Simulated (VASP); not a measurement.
## NiO2: single point with r2SCAN

The system is NiO2.

```xyz
3
Lattice="1.3859 0.8002 6.9596 -1.3859 0.8002 6.9596 0.0000 -1.6003 6.9596" Properties=species:S:1:pos:R:3 pbc="T T T"
Ni    0.0000    0.0000    0.0000
O     0.0000    0.0000   12.9786
O     0.0000    0.0000    7.9002
```

| Quantity | Value |
| --- | --- |
| Program | VASP 6.6.1 |
| Task | single point |
| Functional | r2SCAN |
| Potentials or basis | VASP PAW PBE potentials, release 64 (Ni, O) |
| Cutoff | 520 eV |
| k mesh | 6 × 6 × 6 |
| Occupations | gaussian, width 0.1 eV |
| Spin | no spin polarisation |
| Dipole correction | no |
| Further INCAR settings | ALGO = Normal; EDIFF = 1e-06; NBANDS = 18 |

The pressure is 1.2 GPa. The largest force is 0.142 eV/Å and the band gap on the k mesh is 1.92 eV (least direct gap 2.15 eV).

Forces on the atoms (eV/Å):
```
Ni   0.000  0.000  0.000
O    0.000  0.000 -0.142
O    0.000  0.000  0.142
```

Stress tensor (GPa, compression positive):
```
1.40 0.00 0.00
0.00 1.40 0.00
0.00 0.00 0.76
```

Levels at points of the mesh, in eV from the valence-band top:
```csv
k point,band 9,band 10,band 11,band 12,band 13,band 14
"(0.00, 0.00, 0.00)",-0.60,-0.60,-0.11,2.97,2.97,8.30
"(0.50, 0.00, 0.00)",-1.59,-1.44,-0.93,2.28,2.87,13.63
"(0.50, 0.50, 0.00)",-1.59,-1.44,-0.94,2.28,2.87,13.80
"(0.50, 0.50, 0.50)",-0.60,-0.60,-0.09,2.97,2.97,9.04
```

Run time: 14 min on 1 thread of Intel(R) Xeon(R) Platinum 8124M CPU @ 3.00GHz (Skylake/Cascade Lake) (shared host), peak memory 0.43 GiB.

Caveat: the k points lie up to 0.44 Å⁻¹ apart; the PAW data sets were made with another functional, which shifts forces and pressure a little. A k mesh can miss the band edges.
